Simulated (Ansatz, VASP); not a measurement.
# Ta4N5 in VASP and in Ansatz

```xyz
9
Lattice="-3.4363 3.4363 2.1375 3.4363 -3.4363 2.1375 3.4363 3.4363 -2.1375" Properties=species:S:1:pos:R:3 pbc="T T T"
Ta    0.7245    1.9437    2.1375
Ta    1.9437   -0.7245    2.1375
Ta    1.4925    4.1608    0.0000
Ta    2.7118    1.4925    0.0000
N     0.0000    0.0000    2.1375
N    -1.3124    2.8072    2.1375
N     2.8072    1.3124    2.1375
N     0.6291    2.1239    0.0000
N     4.7487    0.6291    0.0000
```

Alike in both runs: task single point; functional PBEsol; k mesh 10 × 10 × 10; occupations gaussian, width 0.1 eV; no spin polarisation.

```csv
,VASP,Ansatz
version,VASP 6.6.1,Ansatz 0.2.0
potentials or method,"VASP PAW PBE potentials, release 64 (Ta_pv, N), cutoff 600 eV","scalar-relativistic, plane waves, PAW"
valence electrons in the cell,69,77
```

|  | VASP | Ansatz | Ansatz less VASP |
| --- | --- | --- | --- |
| gap on the k mesh at the Fermi level (eV) | none | none | - |
| pressure (GPa) | -4.5 | -5.1 | -0.64 |
| traceless stress, the component that is largest in VASP (GPa) | -0.73 | -0.70 | +0.025 |
| rms of the force components (eV/Å) | 0.090 | 0.088 | -0.0017 |

VASP's potentials were made for PBE, not for PBEsol. Atom by atom the forces differ by 0.009 eV/Å (rms over components). A gap of «none» marks a metal or a gap that the smearing closes. VASP's potentials hold 69 valence electrons a cell and Ansatz's 77, so a difference there can come from the potentials and not from the codes.

Spin-orbit coupling is off throughout.
